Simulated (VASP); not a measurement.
Write the native input for VASP 6.6.1 that does the following.

| Property | Result |
| --- | --- |
| Task | relaxation of cell and atoms |
| Functional | PBE |
| Potentials or basis | VASP PAW PBE potentials, release 64 (Sc_sv, W_sv) |
| Cutoff | 500 eV |
| k mesh | 4 × 4 × 4 |
| Occupations | gaussian, width 0.1 eV |
| Spin | no spin polarisation |
| Dipole correction | no |
| Further INCAR settings | ALGO = Normal; EDIFF = 1e-07; IBRION = 2; EDIFFG = -0.04; NSW = 90; ISIF = 3 |

The structure of Sc3W lies in POSCAR:

```
Sc3W
1.0
    5.3514303413      0.0000000000      0.0000000000
    0.0000000000      5.3514303413      0.0000000000
    0.0000000000      0.0000000000      5.3514303413
Sc W
6 2
Direct
    0.0000000000      0.5000000000      0.2500000000
    0.0000000000      0.5000000000      0.7500000000
    0.2500000000      0.0000000000      0.5000000000
    0.7500000000      0.0000000000      0.5000000000
    0.5000000000      0.7500000000      0.0000000000
    0.5000000000      0.2500000000      0.0000000000
    0.0000000000      0.0000000000      0.0000000000
    0.5000000000      0.5000000000      0.5000000000
```

These files were run (other wordings do the same):

INCAR

```
PREC = Accurate
ENCUT = 500
EDIFF = 1E-7
ISMEAR = 0
SIGMA = 0.1
LREAL = F
LASPH = T
NELM = 120
ALGO = Normal
ISIF = 3
LWAVE = F
LCHARG = F
GGA = PE
IBRION = 2
NSW = 90
EDIFFG = -0.04
GGA_COMPAT = F
NELMIN = 4
```

KPOINTS

```
regular mesh
0
Gamma
  4 4 4
```

Potentials or basis: VASP PAW PBE potentials, release 64 (Sc_sv, W_sv).

The run is started by

```console
$ cat potpaw_PBE.64/Sc_sv/POTCAR potpaw_PBE.64/W_sv/POTCAR > POTCAR
$ mpirun -np 1 vasp_std > vasp.out
```

Results of the run:

```
Relaxed volume                        : 21.08 Å³/atom
Relaxed cell                          : a = 5.525 Å, b = 5.525 Å, c = 5.525 Å, α = 90.00°, β = 90.00°, γ = 90.00°
Space group after relaxing (to 0.1 Å) : Pm-3n (No. 223)
Energy gained by relaxing             : 52.4 meV/atom
Ionic steps                           : 3
Pressure after relaxing               : 0.0 GPa
Band gap on the k mesh                : zero (bands 47 and 48 overlap by 0.41 eV)
```

Caveat: spin-orbit coupling is left out, which moves the levels of the heavy elements.

Wall time 9.3 min on 1 thread of Intel Xeon 8259CL, on a shared host, peak memory 0.28 GiB.
